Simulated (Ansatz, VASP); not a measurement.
Two plane-wave programs on W2N

```
W N
1.0
     2.83274    0.00000    0.00000
    -1.41637    2.45323    0.00000
     0.00000    0.00000   17.58963
W N
6 3
Direct
  0.00000 0.00000 0.07587
  0.00000 0.00000 0.92413
  0.33333 0.66667 0.26229
  0.66667 0.33333 0.73771
  0.33333 0.66667 0.41742
  0.66667 0.33333 0.58258
  0.00000 0.00000 0.50000
  0.33333 0.66667 0.15039
  0.66667 0.33333 0.84961
```

Alike in both runs: task single point; functional PBE; k mesh 18 × 18 × 4; occupations gaussian, width 0.15 eV; no spin polarisation.

|  | VASP | Ansatz |
| --- | --- | --- |
| version | VASP 6.6.1 | Ansatz 0.2.0 |
| potentials or method | VASP PAW PBE potentials, release 64 (W_sv, N), cutoff 520 eV | scalar-relativistic, plane waves, PAW |
| valence electrons in the cell | 99 | 99 |

VASP gave:

* gap on the k mesh at the Fermi level (eV): none
* pressure (GPa): 1.1
* traceless stress, the component that is largest in VASP (GPa): 0.34
* rms of the force components (eV/Å): 0.024

Question: Estimate Ansatz's values.

Answer: gap on the k mesh at the Fermi level (eV): none; pressure (GPa): 0.2; traceless stress, the component that is largest in VASP (GPa): 0.10; rms of the force components (eV/Å): 0.025.

Atom by atom the forces differ by 0.037 eV/Å (rms over components). A gap of «none» marks a metal or a gap that the smearing closes. With one functional, cell and mesh, what is left measures potentials, basis and numerics.

Neither program's run includes spin-orbit coupling.
